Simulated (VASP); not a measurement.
Hf5AlN6: single point with PBE

The system is Hf5AlN6.

```
Hf Al N
1.0
     3.45859    0.00000    0.00000
     0.00000    3.45859    0.00000
     0.00000    0.00000   14.67354
Hf Al N
5 1 6
Direct
  0.00000 0.00000 0.83333
  0.00000 0.00000 0.16667
  0.50000 0.50000 0.33333
  0.00000 0.00000 0.50000
  0.50000 0.50000 0.66667
  0.50000 0.50000 0.00000
  0.00000 0.00000 0.00000
  0.50000 0.50000 0.16667
  0.00000 0.00000 0.33333
  0.50000 0.50000 0.50000
  0.00000 0.00000 0.66667
  0.50000 0.50000 0.83333
```

```
Program                : VASP 6.6.1
Task                   : single point
Functional             : PBE
Potentials or basis    : VASP PAW PBE potentials, release 64 (Hf_pv, Al, N)
Cutoff                 : 600 eV
k mesh                 : 6 × 6 × 2
Occupations            : gaussian, width 0.1 eV
Spin                   : no spin polarisation
Dipole correction      : no
Further INCAR settings : ALGO = Normal; EDIFF = 1e-06; NBANDS = 54
```

- Pressure: -37.0 GPa
- Largest force: 0.379 eV/Å
- Band gap on the k mesh: zero (an odd number of electrons rules out a gap without spin polarisation)

Forces on the atoms (eV/Å):
```
Hf   0.000  0.000 -0.379
Hf   0.000  0.000  0.379
Hf   0.000  0.000  0.138
Hf   0.000  0.000  0.000
Hf   0.000  0.000 -0.138
Al   0.000  0.000  0.000
N    0.000  0.000  0.000
N    0.000  0.000 -0.231
N    0.000  0.000  0.005
N    0.000  0.000  0.000
N    0.000  0.000 -0.005
N    0.000  0.000  0.231
```

Stress tensor (GPa, compression positive):
```
-37.77   0.00   0.00
  0.00 -37.77   0.00
  0.00   0.00 -35.47
```

Levels at points of the mesh, in eV from the Fermi level:
```csv
k point,band 39,band 40,band 41,band 42,band 43,band 44,band 45,band 46
"(0.00, 0.00, 0.00)",-2.46,-2.42,-2.28,-1.76,-1.18,-1.01,-0.48,0.13
"(0.50, 0.00, 0.00)",-2.62,1.39,1.40,1.53,1.60,1.71,1.87,1.94
"(0.50, 0.50, 0.00)",-3.06,-2.29,-2.29,-0.47,-0.47,-0.34,0.29,0.29
"(0.00, 0.00, 0.50)",-2.61,-2.61,-2.30,-1.72,-1.06,-0.78,-0.45,0.28
"(0.50, 0.00, 0.50)",-2.63,1.19,1.24,1.49,1.89,1.92,1.93,2.00
"(0.50, 0.50, 0.50)",-3.40,-1.85,-1.85,-1.13,-1.13,-0.19,1.00,1.00
```

Run time: 12 min on 1 thread of Oxide Virtual Turin-like Processor, with other jobs on the host, peak memory 0.38 GiB.

Caveat: the cell stands under tension; spin-orbit coupling is left out, which moves the levels of the heavy elements; an odd number of electrons without spin polarisation forces a metal; a magnetic or distorted state may lie lower.
